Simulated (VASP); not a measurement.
Input of a VASP 6.6.1 run:

Contents of INCAR:

```
SYSTEM = Ge
PREC = Accurate
ENCUT = 520
EDIFF = 1E-6
ISMEAR = -1
SIGMA = 0.02
LREAL = .False.
LASPH = .True.
NELM = 80
ALGO = Normal
ISIF = 2
LWAVE = .False.
LCHARG = .False.
LDIPOL = .True.
IDIPOL = 3
DIPOL = 0.5 0.5 0.500
GGA = PE
IBRION = 2
NSW = 32
EDIFFG = -0.01
```

The input KPOINTS:

```
regular mesh
0
Gamma
  9 9 1
  0 0 0
```

File POSCAR:

```
Ge
1.0
    4.0736070246      0.0000000000      0.0000000000
   -2.0368035123      3.5278471684      0.0000000000
    0.0000000000      0.0000000000     20.1576000000
Ge
4
Direct
    0.1666666667      0.3333333333      0.3961578051
    0.5000000000      1.0000000000      0.4336302494
    0.5000000000      1.0000000000      0.5663697484
    0.8333333333      0.6666666667      0.6038421977
```

Potentials or basis: VASP PAW PBE potentials, release 64 (Ge_d).

Launch:

```bash
$ cat potpaw_PBE.64/Ge_d/POTCAR > POTCAR
$ mpirun -np 1 vasp_std > vasp.out
```

**Question.** Estimate the band gap on the k mesh.

**Answer.** Zero (filled and empty bands touch).

Final structure:
```yaml
crystal:
  lattice:
    - [4.07361, 0.00000, 0.00000]
    - [-2.03680, 3.52785, 0.00000]
    - [0.00000, 0.00000, 20.15760]
  atoms:
    - { symbol: Ge, position: [0.16667, 0.33333, 0.39616] }
    - { symbol: Ge, position: [0.50000, 0.00000, 0.43363] }
    - { symbol: Ge, position: [0.50000, 0.00000, 0.56637] }
    - { symbol: Ge, position: [0.83333, 0.66667, 0.60384] }
```

Caveat: the relaxation stopped at its first step, so nothing moved.
